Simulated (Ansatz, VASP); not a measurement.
**EuS: VASP beside Ansatz**

Contents of INCAR:

```
SYSTEM = EuS
  PREC = Accurate
  ENCUT = 600
  EDIFF = 1E-6
  ISMEAR = 1
  SIGMA = 0.005
  LREAL = .False.
  LASPH = .True.
  NELM = 200
  ALGO = Normal
  ISIF = 2
  LWAVE = .False.
  LCHARG = .False.
  ISPIN = 2
  MAGMOM = 7 0
  LORBIT = 11
  LMAXMIX = 6
  GGA = PS
  NBANDS = 22
  GGA_COMPAT = .False.
```

KPOINTS

```
regular mesh
0
Gamma
  10 10 10
  0 0 0
```

The input POSCAR:

```
EuS
1.0
    0.0000000000      2.9242242605      2.9242242605
    2.9242242605      0.0000000000      2.9242242605
    2.9242242605      2.9242242605      0.0000000000
Eu S
1 1
Direct
    0.0000000000      0.0000000000      0.0000000000
    0.5000000000      0.5000000000      0.5000000000
```

Input for Ansatz:

```yaml
crystal:
  lattice:
    - [0.0, 2.9242242605, 2.9242242605]
    - [2.9242242605, 0.0, 2.9242242605]
    - [2.9242242605, 2.9242242605, 0.0]
  atoms:
    - { symbol: Eu, position: [0.0, 0.0, 0.0], spin: 7.0 }
    - { symbol: S, position: [0.5, 0.5, 0.5] }
magnetization:
  spin_polarized: true
kpoints:
  mp_grid: { grid: [10, 10, 10] }
  band_path:
    path:
      - [0.0, 0.0, 0.0]
      - [0.5, 0.0, 0.5]
      - [0.625, 0.25, 0.625]
      - [0.375, 0.375, 0.75]
      - [0.0, 0.0, 0.0]
      - [0.5, 0.5, 0.5]
      - [0.5, 0.25, 0.75]
      - [0.5, 0.0, 0.5]
    npoints: 5
scf:
  occupations: { method: methfessel_paxton, width: 0.005 }
  lower_state_search: full
hamiltonian:
  xc: pbesol
  pseudopotentials: { kind: all_electron, lapw: { basis_error: 0.00025 } }
output:
  forces: true
  stress: true
  eigenvalues: true
```

Alike in both runs: task single point; functional PBEsol; k mesh 10 × 10 × 10; occupations methfessel-paxton of order 1, width 0.005 eV; collinear spin.

|  | VASP | Ansatz |
| --- | --- | --- |
| version | VASP 6.6.1 | Ansatz 0.2.0 |
| potentials or method | VASP PAW PBE potentials, release 64 (Eu, S), cutoff 600 eV | all-electron LAPW, scalar-relativistic |

```tsv
	VASP	Ansatz	Ansatz less VASP
gap on the k mesh at the Fermi level (eV)	none	none	-
pressure (GPa)	-3.5	-3.1	+0.39
net moment per atom (μB)	3.47	3.48	+0.010
size of the moment on the site where the two differ most (μB)	6.57	6.88	+0.314
```

VASP's potentials were made for PBE, not for PBEsol. Site moments also hang on the region over which each program counts them. A gap of «none» marks a metal or a gap that the smearing closes. Ansatz ran all-electron here, and VASP with PAW potentials. Ansatz's warnings: stability check not made.

Neither program's run includes spin-orbit coupling.
